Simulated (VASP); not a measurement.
# Hf (P6/mmm) in VASP: further runs

Runs on Hf. Level: PBEsol. Tasks: single point.

Everything below comes from runs of VASP 6.6.1. Logs are shortened: lines on timing, memory, paths and dates and some standing lists are left out, and cuts for length are marked.

**1. The cell of the first run**

The structure is hexagonal, space group P6/mmm (No. 191). Conventional cell: a = 4.984 Å, b = 4.984 Å, c = 3.101 Å, α = 90.00°, β = 90.00°, γ = 120.00°. Hf (site symmetry -6m2) has 11 Hf at 2.88 to 3.27 Å within 3.8 Å. Hf (site symmetry 6/mmm) has 14 Hf at 3.10 to 3.27 Å within 4.1 Å.

This isn't the form of Hf at room conditions, which is hcp.

**2. Single point, PBEsol (22.23 Å³/atom)**

INCAR

```
SYSTEM = Hf
PREC     = Accurate       ! precision mode
ENCUT    = 520            ! plane-wave cutoff, eV
EDIFF    = 1E-6           ! SCF threshold, eV
ISMEAR   = 0              ! smearing method
SIGMA    = 0.05           ! smearing width, eV
LREAL    = .False.        ! projectors in reciprocal space
LASPH    = .True.         ! aspherical terms in the spheres
NELM     = 80             ! most SCF steps
ALGO     = Fast           ! electronic algorithm
ISIF     = 2              ! what is computed and relaxed
LWAVE    = .False.        ! write WAVECAR
LCHARG   = .False.        ! write CHGCAR
GGA      = PS             ! functional
NBANDS   = 22             ! bands
```

KPOINTS

```
regular mesh
0
Gamma
  10 10 12
  0 0 0
```

POSCAR

```
Hf
1.0
    4.9836103218      0.0000000000      0.0000000000
   -2.4918051609      4.3159331413      0.0000000000
    0.0000000000      0.0000000000      3.1008866246
Hf
3
Direct
    0.6666666667      0.3333333333      0.5000000000
    0.3333333333      0.6666666667      0.5000000000
    0.0000000000      0.0000000000      0.0000000000
```

Potentials or basis: VASP PAW PBE potentials, release 64 (Hf_pv).

Started as:

```bash
> cat potpaw_PBE.64/Hf_pv/POTCAR > POTCAR
> mpirun -np 1 vasp_std > vasp.out
```

OUTCAR:

```text
SYSTEM = Hf
   PREC = Accurate
   ENCUT = 520
   EDIFF = 1E-6
   ISMEAR = 0
   LREAL = .False.
   LASPH = .True.
   NELM = 80
   ISIF = 2
   GGA = PS

 ion  position               nearest neighbor table
   1  0.667  0.333  0.500-   2 2.88   2 2.88   2 2.88   3 3.27   3 3.27   3 3.27   3 3.27   3 3.27
                             3 3.27
   2  0.333  0.667  0.500-   1 2.88   1 2.88   1 2.88   3 3.27   3 3.27   3 3.27   3 3.27   3 3.27
                             3 3.27
   3  0.000  0.000  0.000-   1 3.27   2 3.27   1 3.27   2 3.27   1 3.27   1 3.27   2 3.27   2 3.27
                             1 3.27   1 3.27   2 3.27   2 3.27

  LATTYP: Found a hexagonal cell.
 ALAT       =     4.9836103218
 C/A-ratio  =     0.6222169119

  Lattice vectors:

 A1 = (   4.9836103218,   0.0000000000,   0.0000000000)
 A2 = (  -2.4918051609,   4.3159331413,   0.0000000000)
 A3 = (   0.0000000000,   0.0000000000,   3.1008866246)

Analysis of symmetry for initial positions (statically):
=====================================================================
 Subroutine PRICEL returns:
 Original cell was already a primitive cell.

 Routine SETGRP: Setting up the symmetry group for a
 hexagonal supercell.

 Subroutine GETGRP returns: Found 24 space group operations
 (whereof 24 operations were pure point group operations)
 out of a pool of 24 trial point group operations.

The static configuration has the point symmetry D_6h.

Analysis of symmetry for dynamics (positions and initial velocities):
=====================================================================
 Subroutine PRICEL returns:
 Original cell was already a primitive cell.

 Routine SETGRP: Setting up the symmetry group for a
 hexagonal supercell.

 Subroutine GETGRP returns: Found 24 space group operations
 (whereof 24 operations were pure point group operations)
 out of a pool of 24 trial point group operations.

The dynamic configuration has the point symmetry D_6h.

 Subroutine INISYM returns: Found 24 space group operations
 (whereof 24 operations are pure point group operations),
 and found     1 'primitive' translations

----------------------------------------------------------------------------------------

                                     Primitive cell

  volume of cell :      66.6968

  direct lattice vectors                    reciprocal lattice vectors
     4.983610322  0.000000000  0.000000000     0.200657743  0.115849802  0.000000000
    -2.491805161  4.315933141  0.000000000     0.000000000  0.231699604  0.000000000
     0.000000000  0.000000000  3.100886625     0.000000000  0.000000000  0.322488411

  length of vectors
     4.983610322  4.983610322  3.100886625     0.231699604  0.231699604  0.322488411

  position of ions in fractional coordinates (direct lattice)
     0.666666667  0.333333333  0.500000000
     0.333333333  0.666666667  0.500000000
     0.000000000  0.000000000  0.000000000

  ion indices of the primitive-cell ions
   primitive index   ion index
                 1           1
                 2           2
                 3           3

----------------------------------------------------------------------------------------

 KPOINTS: regular mesh

Automatic generation of k-mesh.
 Grid dimensions read from file:
 generate k-points for:   10   10   12

 Generating k-lattice:

  Cartesian coordinates                     Fractional coordinates (reciprocal lattice)
     0.020065774  0.011584980  0.000000000     0.100000000 -0.000000000  0.000000000
     0.000000000  0.023169960  0.000000000     0.000000000  0.100000000  0.000000000
     0.000000000  0.000000000  0.026874034     0.000000000  0.000000000  0.083333333

  Length of vectors
     0.023169960  0.023169960  0.026874034

  Shift w.r.t. Gamma in fractional coordinates (k-lattice)
     0.000000000  0.000000000  0.000000000

 Subroutine IBZKPT returns following result:
 ===========================================

 Found     98 irreducible k-points:

 Following reciprocal coordinates:
            Coordinates               Weight
  0.000000  0.000000  0.000000      1.000000
  0.100000 -0.000000  0.000000      6.000000
  0.200000 -0.000000  0.000000      6.000000
  0.300000 -0.000000  0.000000      6.000000
  0.400000 -0.000000  0.000000      6.000000
  0.500000 -0.000000  0.000000      3.000000
[... 16 lines left out ...]
  0.300000  0.100000  0.083333     24.000000
  0.400000  0.100000  0.083333     24.000000
 [... further k-points ...]
   k-points           NKPTS =     98   k-points in BZ     NKDIM =     98   number of bands    NBANDS=     22
   number of dos      NEDOS =    301   number of ions     NIONS =      3
   total plane-waves  NPLWV =  38400
   dimension x,y,z NGX =    40 NGY =   40 NGZ =   24
   dimension x,y,z NGXF=    80 NGYF=   80 NGZF=   48
   ions per type =               3
   NGX,Y,Z   is equivalent  to a cutoff of  13.34, 13.34, 12.87 a.u.
   NGXF,Y,Z  is equivalent  to a cutoff of  26.69, 26.69, 25.73 a.u.
 SYSTEM =  Hf
   PREC   = accura    normal or accurate (medium, high low for compatibility)
   ISTART =      0    job   : 0-new  1-cont  2-samecut
   ICHARG =      2    charge: 1-file 2-atom 10-const
   ISPIN  =      1    spin polarized calculation?
   LNONCOLLINEAR =      F non collinear calculations
   LSORBIT =      F    spin-orbit coupling
   LASPH  =      T    aspherical Exc in radial PAW
   ENCUT  =  520.0 eV  38.22 Ry    6.18 a.u.   9.27  9.27  5.77*2*pi/ulx,y,z
   NELM   =     80;   NELMIN=  2; NELMDL= -5     # of ELM steps
   EDIFF  = 0.1E-05   stopping-criterion for ELM
   LREAL  =      F    real-space projection
   EDIFFG = 0.1E-04   stopping-criterion for IOM
   NSW    =      0    number of steps for IOM
   IBRION =     -1    ionic relax: 0-MD 1-quasi-New 2-CG
   NFREE  =      0    steps in history (QN), initial steepest desc. (CG)
   ISIF   =      2    stress and relaxation
   ISYM   =      2    0-nonsym 1-usesym 2-fastsym
   POTIM  = 0.5000    time-step for ionic-motion
   TEBEG  =    0.0;   TEEND  =   0.0 temperature during run
   PSTRESS=    0.0 pullay stress
   NELECT =      30.0000    total number of electrons
   NUPDOWN=      -1.0000    fix difference up-down
   EMIN   =  10.00;   EMAX   =-10.00  energy-range for DOS
   EFERMI =   0.00;   METHOD = LEGACY
   ISMEAR =     0;   SIGMA  =   0.05  broadening in eV -4-tet -1-fermi 0-gaus
   EFERMI_NEDOS =   21; number of points for ismear=-14 and -15
   IALGO  =     68    algorithm
   IMIX   =      4    mixing-type and parameters
     AMIX     =   0.40;   BMIX     =  1.00
     AMIX_MAG =   1.60;   BMIX_MAG =  1.00
  volume/ion in A,a.u.               =      22.23       150.03
  Fermi-wavevector in a.u.,A,eV,Ry     =   1.254335  2.370350 21.406827  1.573357
  Thomas-Fermi vector in A             =   2.388145
   LORBIT       =      0    0 simple, 1 ext, 2 COOP (PROOUT), +10 PAW based schemes
   GGA     = PS    functional components
   LHFCALC =     F    Hartree Fock is set to
   AEXX    =    0.0000 exact exchange contribution
   IVDW    =     0    specifies the selected vdW correction
   LEPSILON=     F    determine dielectric tensor
   LRPA    =     F    only Hartree local field effects (RPA)
 non-spin polarized calculation
 RMM-DIIS sequential band-by-band and
 Gauss-broadening in eV      SIGMA  =   0.05
  energy-cutoff  :      520.00
  volume of cell :       66.70
 maximum number of plane-waves:      1818
 NGX is ok and might be reduce to    40
   NGX = 19   NGY = 19   NGZ = 11

 number of electron      30.0000003 magnetization

 Free energy of the ion-electron system (eV)
  ---------------------------------------------------
  ext. energy  EPLUGINS =         0.00000000
  ---------------------------------------------------
  free energy    TOTEN  =       -31.36981265 eV

  energy without entropy =      -31.36703143  energy(sigma->0) =      -31.36842204

 E-fermi :   4.5910     XC(G=0): -11.4182

 val. band max:        4.5806428822   @ k =   0.2000   0.2000   0.0000
 cond. band min:       4.5917009849   @ k =   0.4000   0.1000   0.0833
 fundamental gap:      0.0110581027
 Fermi energy:         4.5909815592

 k-point     1 :       0.0000    0.0000    0.0000
  band No.  band energies     occupation
      1     -26.0756      2.00000
      2     -26.0756      2.00000
      3     -25.9989      2.00000
      4     -25.9989      2.00000
      5     -25.6725      2.00000
      6     -25.4204      2.00000
[... 14 lines left out ...]
     21       7.5013      0.00000
     22       7.5032      0.00000

 k-point     2 :       0.1000   -0.0000    0.0000
  band No.  band energies     occupation
      1     -26.1236      2.00000
      2     -26.1135      2.00000
      3     -25.9499      2.00000
      4     -25.9377      2.00000
      5     -25.6688      2.00000
      6     -25.4211      2.00000
[... 14 lines left out ...]
     21       7.0832      0.00000
     22       7.9951      0.00000

 k-point     3 :       0.2000   -0.0000    0.0000
  band No.  band energies     occupation
      1     -26.1886      2.00000
      2     -26.1394      2.00000
      3     -25.8821      2.00000
      4     -25.8510      2.00000
      5     -25.6588      2.00000
      6     -25.4221      2.00000
[... 14 lines left out ...]
     21       7.1673      0.00000
     22       8.5476      0.00000

 k-point     4 :       0.3000   -0.0000    0.0000
  band No.  band energies     occupation
      1     -26.2415      2.00000
      2     -26.1252      2.00000
      3     -25.8255      2.00000
      4     -25.7974      2.00000
      5     -25.6460      2.00000
      6     -25.4228      2.00000
[... 14 lines left out ...]
     21       7.7045      0.00000
     22       9.0722      0.00000

 k-point     5 :       0.4000   -0.0000    0.0000
  band No.  band energies     occupation
      1     -26.2755      2.00000
      2     -26.0786      2.00000
      3     -25.8110      2.00000
      4     -25.7885      2.00000
      5     -25.6352      2.00000
      6     -25.4603      2.00000
[... 14 lines left out ...]
     21       8.2508      0.00000
     22       8.3835      0.00000

 k-point     6 :       0.5000   -0.0000    0.0000
  band No.  band energies     occupation
      1     -26.2873      2.00000
      2     -26.0439      2.00000
      3     -25.8421      2.00000
      4     -25.7756      2.00000
      5     -25.6310      2.00000
      6     -25.4656      2.00000
[... 14 lines left out ...]
     21       7.6383      0.00000
     22       8.9100      0.00000

 k-point     7 :       0.1000    0.1000    0.0000
  band No.  band energies     occupation
      1     -26.1575      2.00000
      2     -26.1515      2.00000
      3     -25.9029      2.00000
      4     -25.8685      2.00000
      5     -25.6620      2.00000
      6     -25.4218      2.00000
[... 324 lines left out ...]
      6     -25.4663      2.00000
[... 14 lines left out ...]
     21       7.6393      0.00000
     22       8.9282      0.00000

 k-point    21 :       0.1000    0.1000    0.0833
  band No.  band energies     occupation
      1     -26.1492      2.00000
      2     -26.1418      2.00000
      3     -25.9026      2.00000
      4     -25.8674      2.00000
      5     -25.6959      2.00000
      6     -25.4630      2.00000
[... 14 lines left out ...]
     21       7.0560      0.00000
     22       8.5445      0.00000

 k-point    22 :       0.2000    0.1000    0.0833
  band No.  band energies     occupation
      1     -26.1957      2.00000
      2     -26.1472      2.00000
      3     -25.8650      2.00000
      4     -25.7898      2.00000
      5     -25.6858      2.00000
      6     -25.4630      2.00000
[... 14 lines left out ...]
     21       7.4096      0.00000
     22       9.0480      0.00000

 k-point    23 :       0.3000    0.1000    0.0833
  band No.  band energies     occupation
      1     -26.2339      2.00000
      2     -26.1139      2.00000
      3     -25.8627      2.00000
      4     -25.7427      2.00000
      5     -25.6690      2.00000
      6     -25.4614      2.00000
[... 14 lines left out ...]
     21       7.9884      0.00000
     22       8.4524      0.00000

 k-point    24 :       0.4000    0.1000    0.0833
  band No.  band energies     occupation
      1     -26.2544      2.00000
      2     -26.0611      2.00000
      3     -25.9017      2.00000
      4     -25.7279      2.00000
      5     -25.6513      2.00000
      6     -25.4785      2.00000
[... 14 lines left out ...]
     21       7.7739      0.00000
     22       8.7032      0.00000

 [... further k-points ...]
[... 5 lines left out ...]
  --------------------------------------------------------------------------------------
  -------------------------------------------------------------------------------------
  Total       -1.9072720     -1.9072720     -1.9021426      0.0000000      0.0000000      0.0000000
  in kB      -45.8161447    -45.8161447    -45.6929262      0.0000000      0.0000000      0.0000000
  external PRESSURE =     -45.7750719 kB  Pullay stress =       0.0000000 kB

 VOLUME and BASIS-vectors are now :
 -----------------------------------------------------------------------------
  energy-cutoff  :      520.00
  volume of cell :       66.70
      direct lattice vectors                 reciprocal lattice vectors
     4.983610322  0.000000000  0.000000000     0.200657743  0.115849802  0.000000000
    -2.491805161  4.315933141  0.000000000     0.000000000  0.231699604  0.000000000
     0.000000000  0.000000000  3.100886625     0.000000000  0.000000000  0.322488411

 POSITION                                       TOTAL-FORCE (eV/Angst)
 -----------------------------------------------------------------------------------
      2.49181      1.43864      1.55044        -0.000000      0.000000     -0.000000
     -0.00000      2.87729      1.55044         0.000000      0.000000      0.000000
      0.00000      0.00000      0.00000        -0.000000      0.000000      0.000000
 -----------------------------------------------------------------------------------
    total drift:                                0.000000     -0.000000      0.000000

  FREE ENERGIE OF THE ION-ELECTRON SYSTEM (eV)
  ---------------------------------------------------
  free  energy   TOTEN  =       -31.3698126456 eV

  energy  without entropy=      -31.3670314268  energy(sigma->0) =      -31.36842204
```

Run time: 59 s. Hardware: 1 thread of Intel Xeon 6975P-C (Granite Rapids), shared host; peak memory 0.26 GiB.

Results:

```
Free energy            : -31.3698 eV
Pressure               : -4.6 GPa
Band gap on the k mesh : zero (bands 15 and 16 overlap by 0.96 eV)
```

Caveat: the cell stands under tension; the PAW data sets were made with another functional, which shifts forces and pressure a little; spin-orbit coupling is left out, which moves the levels of the heavy elements.

**3. Single point, PBEsol (19.67 Å³/atom)**

This run uses another cell than the first one, of 19.67 Å³/atom.

INCAR

```
SYSTEM = Hf
  PREC = Accurate
  ENCUT = 520
  EDIFF = 1E-6
  ISMEAR = 0
  SIGMA = 0.05
  LREAL = .FALSE.
  LASPH = .TRUE.
  NELM = 60
  ALGO = Fast
  ISIF = 2
  LWAVE = .FALSE.
  LCHARG = .FALSE.
  GGA = PS
  NBANDS = 22
```

KPOINTS

```
regular mesh
0
G
  10 10 14
  0 0 0
```

POSCAR

```
Hf
1.0
    4.7807767195      0.0000000000      0.0000000000
   -2.3903883598      4.1402740889      0.0000000000
    0.0000000000      0.0000000000      2.9807915553
Hf
3
Direct
    0.6666666667      0.3333333333      0.5000000000
    0.3333333333      0.6666666667      0.5000000000
    0.0000000000      0.0000000000      0.0000000000
```

Potentials or basis: VASP PAW PBE potentials, release 64 (Hf_pv).

Started as:

```bash
> cat potpaw_PBE.64/Hf_pv/POTCAR > POTCAR
> mpirun -np 1 vasp_std > vasp.out
```

It took 51 s on 1 thread of Intel Xeon 6975P-C (Granite Rapids), shared host; peak memory 0.24 GiB.

It converged, with:

| Item | Value |
| --- | --- |
| Free energy | -31.2503 eV |
| Pressure | 10.7 GPa |
| Band gap on the k mesh | zero (bands 15 and 16 overlap by 1.02 eV) |

Stress tensor (GPa, compression positive):
```
10.63  0.00  0.00
 0.00 10.63  0.00
 0.00  0.00 10.91
```

Levels at points of the mesh, in eV from the Fermi level:
```
           k point  band 12  band 13  band 14  band 15  band 16  band 17  band 18  band 19
(0.00, 0.00, 0.00)    -0.64    -0.61    -0.61    -0.57    -0.57     1.17     2.28     2.28
(0.50, 0.00, 0.00)    -3.94    -0.66    -0.62    -0.49     0.07     0.92     1.57     1.60
(0.00, 0.00, 0.50)    -3.05    -2.24    -2.24    -2.12     1.47     1.47     2.30     2.30
(0.50, 0.00, 0.50)    -2.39    -1.74    -0.94    -0.68     0.46     0.97     1.16     1.94
```

Caveat: the cell stands under pressure; the PAW data sets were made with another functional, which shifts forces and pressure a little; spin-orbit coupling is left out, which moves the levels of the heavy elements.

[end of part 1 of 2]
